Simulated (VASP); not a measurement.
**Be: single point with PBE**

Crystal: Be.

```
CELL_PARAMETERS angstrom
0.00000 1.56264 1.56264
1.56264 0.00000 1.56264
1.56264 1.56264 0.00000
ATOMIC_POSITIONS crystal
Be 0.00000 0.00000 0.00000
```

This cell differs from its parent crystal: volume scaled by 0.97.

```yaml
Program: VASP 6.6.1
Task: single point
Functional: PBE
Potentials_or_basis: VASP PAW PBE potentials, release 64 (Be)
Cutoff: 520 eV
k_mesh: 30 × 30 × 30
Occupations: gaussian, width 0.1 eV
Spin: no spin polarisation
Dipole_correction: no
Further_INCAR_settings: ALGO = Normal; EDIFF = 1e-06; NBANDS = 7
```

- Pressure: 4.0 GPa
- Band gap on the k mesh: zero (band 1 reaches 8.46 eV, above the bottom of band 2 at 7.74 eV)

Levels at points of the mesh, in eV from the Fermi level:
```
           k point  band 1  band 2  band 3  band 4  band 5  band 6
(0.00, 0.00, 0.00)  -12.09   19.90   19.90   19.90   29.66   29.66
(0.50, 0.00, 0.00)   -5.46    0.07   16.89   16.89   26.73   26.73
(0.50, 0.50, 0.00)   -2.77    3.93    9.73    9.73   15.41   23.40
```

It took 13 s on 1 thread of AMD EPYC 9R45 (Zen 5), on a shared host, peak memory 0.1 GiB.
